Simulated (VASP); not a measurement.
Here is a VASP 6.6.1 calculation.

POSCAR

```
P
1.0
    3.2344718042      0.0000000000      0.0000000000
    0.0000000000     34.3341755251      0.0000000000
    0.0000000000      0.0000000000      4.6320847100
P
4
Direct
    0.0000000000      0.9702614300      0.5921507200
    0.0000000000      0.0297385700      0.4078492800
    0.5000000000      0.0297385700      0.0921507200
    0.5000000000      0.9702614300      0.9078492800
```

File INCAR.step1:

```
ALGO = Normal
EDIFF = 1E-4
ENCUT = 520
GGA = PE
ISMEAR = 0
LASPH = True
LCHARG = False
LREAL = False
LWAVE = True
NBANDS = 18
NELM = 80
PREC = Accurate
SIGMA = 0.05
```

Contents of INCAR.step2:

```
ALGO = Normal
EDIFF = 1E-7
ENCUT = 520
ISIF = 2
ISMEAR = 0
ISTART = 1
LASPH = True
LCHARG = False
LMIXTAU = True
LREAL = False
LWAVE = False
METAGGA = R2SCAN
NBANDS = 18
NELM = 80
PREC = Accurate
SIGMA = 0.05
```

Contents of KPOINTS:

```
k-points
0
Gamma
  8 1 6
```

Potentials or basis: VASP PAW PBE potentials, release 64 (P).

The run is started by

```bash
$ cat potpaw_PBE.64/P/POTCAR > POTCAR
$ cp INCAR.step1 INCAR
$ mpirun -np 1 vasp_std > vasp.out
$ cp INCAR.step2 INCAR
$ mpirun -np 1 vasp_std > vasp.out
```

Problem. Estimate the largest force.

Solution. 0.283 eV/Å.

Problem. Estimate the band gap on the k mesh.

Solution. 1.20 eV.

Forces on the atoms (eV/Å):
```
P    0.000 -0.283 -0.011
P    0.000  0.283  0.011
P    0.000  0.283 -0.011
P    0.000 -0.283  0.011
```

Caveat: the cell differs from its parent crystal (strain -0.015 along x and y, +0.000 along z); there is no dipole correction, which matters where the two faces differ; the PAW data sets were made with another functional, which shifts forces and pressure a little.
